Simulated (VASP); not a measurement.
Al, 1 atom in the cell. It takes space group I4/mmm (No. 139, tetragonal). The conventional cell has a = 3.103 Å, b = 3.103 Å, c = 3.023 Å, α = 90.00°, β = 90.00°, γ = 90.00°. Al (site symmetry 4/mmm) has 14 Al at 2.66 to 3.10 Å within 3.5 Å.  This cell differs from its parent crystal: strain -0.025 along x and y, -0.050 along z.

| Quantity | Value |
| --- | --- |
| Program | VASP 6.6.1 |
| Task | single point |
| Functional | LDA |
| Potentials or basis | VASP PAW LDA potentials, release 64 (Al) |
| Cutoff | 520 eV |
| k mesh | 20 × 20 × 20 |
| Occupations | gaussian, width 0.15 eV |
| Spin | no spin polarisation |
| Dipole correction | no |
| Further INCAR settings | ALGO = Normal; EDIFF = 1e-07; NBANDS = 8 |

Potentials or basis: VASP PAW LDA potentials, release 64 (Al).

Command:

```sh
$ cat potpaw_LDA.64/Al/POTCAR > POTCAR
$ mpirun -np 1 vasp_std > vasp.out
```

Hardware: 1 thread of Intel(R) Xeon(R) 6975P-C (Granite Rapids) (shared host).

Q: How long does it take, and how much memory?

A: Run time: 18 s on 1 thread of Intel(R) Xeon(R) 6975P-C (Granite Rapids), on a shared host, peak memory 0.16 GiB. Counts: scf iterations 10, k points 641.
